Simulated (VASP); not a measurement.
# La2O3 (P-62m) in VASP: dielectric tensor with LDA

Aim: the dielectric tensor of La2O3 with LDA.

Program: VASP 6.6.1. These are calculated values, not measurements. Logs are shortened: lines on timing, memory, paths and dates and some standing lists are left out, and cuts for length are marked.

### 1 The cell of the first run

It takes space group P-62m (No. 189, hexagonal). Conventional cell: a = 6.267 Å, b = 6.267 Å, c = 3.300 Å, α = 90.00°, β = 90.00°, γ = 120.00°. Within 3.3 Å of La (site symmetry -6) lie 6 O at 2.45 Å and 2 La at 3.30 Å. Within 3.3 Å of O (site symmetry m2m) lie 4 La at 2.45 Å and 6 O at 3.13 to 3.30 Å.

### 2 Dielectric tensor, LDA

Contents of INCAR:

```
SYSTEM = La2O3
  PREC = Accurate
  ENCUT = 520
  EDIFF = 1E-8
  ISMEAR = 0
  SIGMA = 0.01
  LREAL = .FALSE.
  LASPH = .TRUE.
  NELM = 100
  ALGO = Normal
  ISIF = 2
  LWAVE = .FALSE.
  LCHARG = .FALSE.
  GGA = CA
  LEPSILON = .TRUE.
```

Contents of KPOINTS:

```
Automatic mesh
0
G
  6 6 6
  0 0 0
```

Contents of POSCAR:

```
La2O3
1.0
    6.2667800000      0.0000000000      0.0000000000
   -3.1333900000      5.4271910000      0.0000000000
    0.0000000000      0.0000000000      3.2997660000
La O
2 3
Direct
    0.3333333333      0.6666666667      0.5000000000
    0.6666666667      0.3333333333      0.5000000000
    0.4919860000      0.4919860000      0.0000000000
    0.0000000000      0.5080140000      0.0000000000
    0.5080140000      0.0000000000      0.0000000000
```

Potentials or basis: VASP PAW LDA potentials, release 64 (La, O).

Launch:

```
> cat potpaw_LDA.64/La/POTCAR potpaw_LDA.64/O/POTCAR > POTCAR
> mpirun -np 1 vasp_std > vasp.out
```

OUTCAR:

```text
SYSTEM = La2O3
   PREC = Accurate
   ENCUT = 520
   EDIFF = 1E-8
   ISMEAR = 0
   LREAL = .FALSE.
   LASPH = .TRUE.
   NELM = 100
   ISIF = 2
   GGA = CA
   LEPSILON = .TRUE.

 ion  position               nearest neighbor table
   1  0.333  0.667  0.500-   4 2.45   4 2.45   3 2.45   3 2.45   5 2.45   5 2.45   2 3.62   2 3.62
                             2 3.62
   2  0.667  0.333  0.500-   3 2.45   3 2.45   4 2.45   4 2.45   5 2.45   5 2.45   1 3.62   1 3.62
                             1 3.62
   3  0.492  0.492  0.000-   2 2.45   2 2.45   1 2.45   1 2.45
   4  0.000  0.508  0.000-   1 2.45   1 2.45   2 2.45   2 2.45
   5  0.508  0.000  0.000-   2 2.45   2 2.45   1 2.45   1 2.45

  LATTYP: Found a hexagonal cell.
 ALAT       =     6.2667800000
 C/A-ratio  =     0.5265488816

  Lattice vectors:

 A1 = (   6.2667800000,   0.0000000000,   0.0000000000)
 A2 = (  -3.1333900000,   5.4271910000,   0.0000000000)
 A3 = (   0.0000000000,   0.0000000000,   3.2997660000)

Analysis of symmetry for initial positions (statically):
=====================================================================
 Subroutine PRICEL returns:
 Original cell was already a primitive cell.

 Routine SETGRP: Setting up the symmetry group for a
 hexagonal supercell.

 Subroutine GETGRP returns: Found 12 space group operations
 (whereof 12 operations were pure point group operations)
 out of a pool of 24 trial point group operations.

The static configuration has the point symmetry D_3h.

Analysis of symmetry for dynamics (positions and initial velocities):
=====================================================================
 Subroutine PRICEL returns:
 Original cell was already a primitive cell.

 Routine SETGRP: Setting up the symmetry group for a
 hexagonal supercell.

 Subroutine GETGRP returns: Found 12 space group operations
 (whereof 12 operations were pure point group operations)
 out of a pool of 24 trial point group operations.

The dynamic configuration has the point symmetry D_3h.

 Subroutine INISYM returns: Found 12 space group operations
 (whereof 12 operations are pure point group operations),
 and found     1 'primitive' translations

----------------------------------------------------------------------------------------

                                     Primitive cell

  volume of cell :     112.2284

  direct lattice vectors                    reciprocal lattice vectors
     6.266780000  0.000000000  0.000000000     0.159571582  0.092128691  0.000000000
    -3.133390000  5.427191000  0.000000000     0.000000000  0.184257381  0.000000000
     0.000000000  0.000000000  3.299766000     0.000000000  0.000000000  0.303051792

  length of vectors
     6.266780000  6.266780277  3.299766000     0.184257389  0.184257381  0.303051792

  position of ions in fractional coordinates (direct lattice)
     0.333333333  0.666666667  0.500000000
     0.666666667  0.333333333  0.500000000
     0.491986000  0.491986000  0.000000000
     0.000000000  0.508014000  0.000000000
     0.508014000  0.000000000  0.000000000

  ion indices of the primitive-cell ions
   primitive index   ion index
                 1           1
                 2           2
                 3           3
                 4           4
                 5           5

----------------------------------------------------------------------------------------

 KPOINTS: Automatic mesh

Automatic generation of k-mesh.
 Grid dimensions read from file:
 generate k-points for:    6    6    6

 Generating k-lattice:

  Cartesian coordinates                     Fractional coordinates (reciprocal lattice)
     0.026595264  0.015354782  0.000000000     0.166666667  0.000000000  0.000000000
     0.000000000  0.030709564  0.000000000     0.000000000  0.166666667  0.000000000
     0.000000000  0.000000000  0.050508632     0.000000000  0.000000000  0.166666667

  Length of vectors
     0.030709565  0.030709564  0.050508632

  Shift w.r.t. Gamma in fractional coordinates (k-lattice)
     0.000000000  0.000000000  0.000000000

 Subroutine IBZKPT returns following result:
 ===========================================
[... 44 lines left out ...]
   LSORBIT =      F    spin-orbit coupling
   LASPH  =      T    aspherical Exc in radial PAW
   ENCUT  =  520.0 eV  38.22 Ry    6.18 a.u.  11.65 11.65  6.14*2*pi/ulx,y,z
   NELM   =    100;   NELMIN=  2; NELMDL= -5     # of ELM steps
   EDIFF  = 0.1E-07   stopping-criterion for ELM
   LREAL  =      F    real-space projection
   EDIFFG = 0.1E-06   stopping-criterion for IOM
   NSW    =      0    number of steps for IOM
   IBRION =     -1    ionic relax: 0-MD 1-quasi-New 2-CG
   NFREE  =      0    steps in history (QN), initial steepest desc. (CG)
   ISIF   =      2    stress and relaxation
   ISYM   =      2    0-nonsym 1-usesym 2-fastsym
   POTIM  = 0.5000    time-step for ionic-motion
   TEBEG  =    0.0;   TEEND  =   0.0 temperature during run
   PSTRESS=    0.0 pullay stress
   NELECT =      40.0000    total number of electrons
   NUPDOWN=      -1.0000    fix difference up-down
   EMIN   =  10.00;   EMAX   =-10.00  energy-range for DOS
   EFERMI =   0.00;   METHOD = LEGACY
   ISMEAR =     0;   SIGMA  =   0.01  broadening in eV -4-tet -1-fermi 0-gaus
   EFERMI_NEDOS =   21; number of points for ismear=-14 and -15
   IALGO  =     38    algorithm
   IMIX   =      4    mixing-type and parameters
     AMIX     =   0.40;   BMIX     =  1.00
     AMIX_MAG =   1.60;   BMIX_MAG =  1.00
  volume/ion in A,a.u.               =      22.45       151.47
  Fermi-wavevector in a.u.,A,eV,Ry     =   1.160719  2.193442 18.330716  1.347270
  Thomas-Fermi vector in A             =   2.297299
   LORBIT       =      0    0 simple, 1 ext, 2 COOP (PROOUT), +10 PAW based schemes
   GGA     = CA    functional components
   LHFCALC =     F    Hartree Fock is set to
   AEXX    =    0.0000 exact exchange contribution
   IVDW    =     0    specifies the selected vdW correction
   LEPSILON=     T    determine dielectric tensor
   LRPA    =     F    only Hartree local field effects (RPA)
 non-spin polarized calculation
 Gauss-broadening in eV      SIGMA  =   0.01
  energy-cutoff  :      520.00
  volume of cell :      112.23
 maximum number of plane-waves:      3044
 NGX is ok and might be reduce to    48
   NGX = 23   NGY = 23   NGZ = 13

--------------------------------------- Ionic step        1  -------------------------------------------

 number of electron      39.9999994 magnetization

 E-fermi :   3.2334     XC(G=0):  -8.8238

 val. band max:        3.0882500411   @ k =   0.0000   0.0000   0.5000
 cond. band min:       4.4695345978   @ k =   0.0000   0.0000   0.0000
 fundamental gap:      1.3812845567
 Fermi energy:         3.2333787261

 k-point     1 :       0.0000    0.0000    0.0000
  band No.  band energies     occupation
      1     -27.2848      2.00000
      2     -27.0543      2.00000
      3     -14.1952      2.00000
      4     -14.1952      2.00000
      5     -12.4612      2.00000
      6     -10.8482      2.00000
[... 637 lines left out ...]
     23       7.3256      0.00000
     24       7.3902      0.00000

 [... further k-points ...]

  FORCE on cell =-STRESS in cart. coord.  units (eV):
  Direction    XX          YY          ZZ          XY          YZ          ZX
  --------------------------------------------------------------------------------------
  -------------------------------------------------------------------------------------
  Total       -1.2021727     -1.2021728     -4.4552528      0.0000000      0.0000000     -0.0000000
  in kB      -17.1622704    -17.1622725    -63.6033866      0.0000000      0.0000000     -0.0000000
  external PRESSURE =     -32.6426432 kB  Pullay stress =       0.0000000 kB

 VOLUME and BASIS-vectors are now :
 -----------------------------------------------------------------------------
  energy-cutoff  :      520.00
  volume of cell :      112.23
      direct lattice vectors                 reciprocal lattice vectors
     6.266780000  0.000000000  0.000000000     0.159571582  0.092128691  0.000000000
    -3.133390000  5.427191000  0.000000000     0.000000000  0.184257381  0.000000000
     0.000000000  0.000000000  3.299766000     0.000000000  0.000000000  0.303051792

 POSITION                                       TOTAL-FORCE (eV/Angst)
 -----------------------------------------------------------------------------------
     -0.00000      3.61813      1.64988        -0.000000     -0.000000     -0.000000
      3.13339      1.80906      1.64988        -0.000000      0.000000     -0.000000
      1.54158      2.67010      0.00000         0.036697      0.063562      0.000000
     -1.59181      2.75709      0.00000         0.036697     -0.063562     -0.000000
      3.18361      0.00000      0.00000        -0.073395     -0.000000     -0.000000
 -----------------------------------------------------------------------------------
    total drift:                               -0.000001     -0.000000     -0.000000

  FREE ENERGIE OF THE ION-ELECTRON SYSTEM (eV)
  ---------------------------------------------------
  free  energy   TOTEN  =       -44.3928489851 eV

  energy  without entropy=      -44.3928489851  energy(sigma->0) =      -44.39284899

 HEAD OF MICROSCOPIC STATIC DIELECTRIC TENSOR (INDEPENDENT PARTICLE, excluding Hartree and local field effects)
 ------------------------------------------------------
           3.743221     0.000000     0.000000
           0.000000     3.743222     0.000000
           0.000000     0.000000     4.562690
 ------------------------------------------------------

 Free energy of the ion-electron system (eV)
  ---------------------------------------------------
  ---------------------------------------------------
  free energy    TOTEN  =        -0.79648055 eV

  energy without entropy =       -0.79648055

------------------------ aborting loop because EDIFF is reached ----------------------------------------

--------------------------------------- Ionic step        2  -------------------------------------------

------------------------ aborting loop because EDIFF is reached ----------------------------------------

--------------------------------------- Ionic step        3  -------------------------------------------

 Free energy of the ion-electron system (eV)
  ---------------------------------------------------
  ---------------------------------------------------
  free energy    TOTEN  =        -1.11067868 eV

  energy without entropy =       -1.11067868

------------------------ aborting loop because EDIFF is reached ----------------------------------------

 PIEZOELECTRIC TENSOR FIELD DIRECTION 3  (e Angst)
 -----------------------------------------------------------------------------
     0.00684  0.00000  0.00000           (  0.00007  0.00000  0.00000)
     0.00000  0.00684  0.00000           (  0.00000  0.00007  0.00000)
     0.00000 -0.00000 -0.01757           (  0.00000  0.00000 -0.00029)

 PIEZOELECTRIC TENSOR FIELD DIRECTION 3  (C/m^2)
 -----------------------------------------------------------------------------
     0.00098  0.00000  0.00000
     0.00000  0.00098  0.00000
     0.00000 -0.00000 -0.00251

 MACROSCOPIC STATIC DIELECTRIC TENSOR (including local field effects in DFT)
 ------------------------------------------------------
           3.434500     0.000000     0.000000
           0.000000     3.434500    -0.000000
           0.000000     0.000000     4.409858
 ------------------------------------------------------

 PIEZOELECTRIC TENSOR (including local field effects)  for field in x, y, z        (e  Angst)
          XX          YY          ZZ          XY          YZ          ZX
  --------------------------------------------------------------------------------
  x     0.21036    -0.21036    -0.00000    -0.00000     0.00000     0.00000
  y    -0.00000    -0.00000     0.00000    -0.21036     0.00000     0.00000
  z     0.00000     0.00000     0.00000     0.00000     0.00000     0.00000

 PIEZOELECTRIC TENSOR (including local field effects)  for field in x, y, z        (C/m^2)
          XX          YY          ZZ          XY          YZ          ZX
  --------------------------------------------------------------------------------
  x     0.03003    -0.03003    -0.00000    -0.00000     0.00000     0.00000
  y    -0.00000    -0.00000     0.00000    -0.03003     0.00000     0.00000
  z     0.00000     0.00000     0.00000     0.00000     0.00000     0.00000

 BORN EFFECTIVE CHARGES (including local field effects) (in |e|, cummulative output)
 ---------------------------------------------------------------------------------
 ion    1
    1     3.45016    -0.03302     0.00000
    2     0.03302     3.45017     0.00000
    3     0.00000     0.00000     5.03907
 ion    2
    1     3.45016     0.03302     0.00000
    2    -0.03302     3.45017     0.00000
    3     0.00000     0.00000     5.03907
 ion    3
    1    -3.03607     1.27472     0.00000
    2     1.27472    -1.56415     0.00000
    3     0.00000     0.00000    -3.35938
 ion    4
    1    -3.03607    -1.27472     0.00000
    2    -1.27472    -1.56415     0.00000
    3     0.00000     0.00000    -3.35938
 ion    5
    1    -0.82819     0.00000     0.00000
    2     0.00000    -3.77203     0.00000
    3     0.00000     0.00000    -3.35938
```

Run time: 73 min. Hardware: 1 thread of Oxide Virtual Turin-like, shared host; peak memory 0.58 GiB.

What came out:

| Property | Result |
| --- | --- |
| Band gap on the k mesh | 1.38 eV (least direct gap 1.90 eV) |
| Electronic dielectric tensor (diagonal) | 3.43, 3.43, 4.41 |
| Born charges (mean of the diagonal) | La +3.98; O -2.65 e |

Levels at points of the mesh, in eV from the valence-band top:
```
           k point  band 18  band 19  band 20  band 21  band 22  band 23
(0.00, 0.00, 0.00)    -1.03    -0.74    -0.52     1.38     3.32     3.85
(0.50, 0.00, 0.00)    -1.20    -1.17    -0.98     2.56     3.37     4.12
(0.00, 0.00, 0.50)    -1.22    -0.34     0.00     4.11     4.15     4.21
(0.50, 0.00, 0.50)    -1.43    -0.70    -0.65     4.14     4.22     4.25
```

Electronic dielectric tensor:
```
3.43 0.00 0.00
0.00 3.43 0.00
0.00 0.00 4.41
```

Born effective charge tensors (e):
atom 1, La
```
 3.45 -0.03  0.00
 0.03  3.45  0.00
 0.00  0.00  5.04
```
atom 2, La
```
 3.45  0.03  0.00
-0.03  3.45  0.00
 0.00  0.00  5.04
```
atom 3, O
```
-3.04  1.27  0.00
 1.27 -1.56  0.00
 0.00  0.00 -3.36
```
atom 4, O
```
-3.04 -1.27  0.00
-1.27 -1.56  0.00
 0.00  0.00 -3.36
```
atom 5, O
```
-0.83  0.00  0.00
 0.00 -3.77  0.00
 0.00  0.00 -3.36
```

Caveat: spin-orbit coupling is left out, which moves the levels of the heavy elements. A k mesh can miss the band edges.
